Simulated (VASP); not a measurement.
Write the native input for VASP 6.6.1 that does the following.

```yaml
Task: single point
Functional: PBE
Potentials_or_basis: VASP PAW PBE potentials, release 64 (Zn)
Cutoff: 520 eV
k_mesh: 21 × 21 × 21
Occupations: methfessel-paxton, width 0.05 eV
Spin: no spin polarisation
Dipole_correction: no
Further_INCAR_settings: ALGO = Normal; EDIFF = 1e-06; NBANDS = 12
```

The structure of Zn lies in POSCAR:

```
Zn
1.0
   -1.5655678747      1.5655678747      1.5655678747
    1.5655678747     -1.5655678747      1.5655678747
    1.5655678747      1.5655678747     -1.5655678747
Zn
1
Direct
    0.0000000000      0.0000000000      0.0000000000
```

These files were run (other wordings do the same):

INCAR

```
SYSTEM = Zn
  PREC = Accurate
  ENCUT = 520
  EDIFF = 1E-6
  ISMEAR = 1
  SIGMA = 0.05
  LREAL = .FALSE.
  LASPH = .TRUE.
  NELM = 100
  ALGO = Normal
  ISIF = 2
  LWAVE = .FALSE.
  LCHARG = .FALSE.
  GGA = PE
  NBANDS = 12
```

KPOINTS

```
Automatic mesh
0
G
  21 21 21
  0 0 0
```

Potentials or basis: VASP PAW PBE potentials, release 64 (Zn).

Launch:

```bash
$ cat potpaw_PBE.64/Zn/POTCAR > POTCAR
$ mpirun -np 1 vasp_std > vasp.out
```

It gave:

The pressure is 0.4 GPa. The band gap on the k mesh is zero (band 6 reaches 6.91 eV, above the bottom of band 7 at 2.18 eV).

It took 30 s on 1 thread of Intel(R) Xeon(R) Platinum 8259CL CPU @ 2.50GHz (Skylake/Cascade Lake), on a shared host, peak memory 0.16 GiB.
